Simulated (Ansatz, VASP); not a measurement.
W3C2: VASP beside Ansatz

```
CELL_PARAMETERS angstrom
3.58151 0.00000 0.00000
-1.79076 3.10168 0.00000
0.00000 0.00000 7.79012
ATOMIC_POSITIONS crystal
W 0.00000 0.00000 0.85701
W 0.00000 0.00000 0.14299
W 0.00000 0.00000 0.50000
C 0.33333 0.66667 0.50000
C 0.66667 0.33333 0.50000
```

Alike in both runs: task relaxation of cell and atoms; functional PBE; k mesh 12 × 12 × 6; occupations gaussian, width 0.1 eV; no spin polarisation.

|  | VASP | Ansatz |
| --- | --- | --- |
| version | VASP 6.6.1 | Ansatz 0.2.0 |
| potentials or method | VASP PAW PBE potentials, release 64 (W_sv, C), cutoff 600 eV | scalar-relativistic, plane waves, PAW |
| valence electrons in the cell | 50 | 50 |

VASP gave:

* gap on the k mesh at the Fermi level, each at its own relaxed structure (eV): none
* relaxed volume (Å³/atom): 17.26
* relaxed cell length with the largest relative difference (Å): 3.586

**Question.** Which values does Ansatz return?

**Answer.** gap on the k mesh at the Fermi level, each at its own relaxed structure (eV): none; relaxed volume (Å³/atom): 17.23; relaxed cell length with the largest relative difference (Å): 3.582.

A gap of «none» marks a metal or a gap that the smearing closes.

Neither program's run includes spin-orbit coupling.
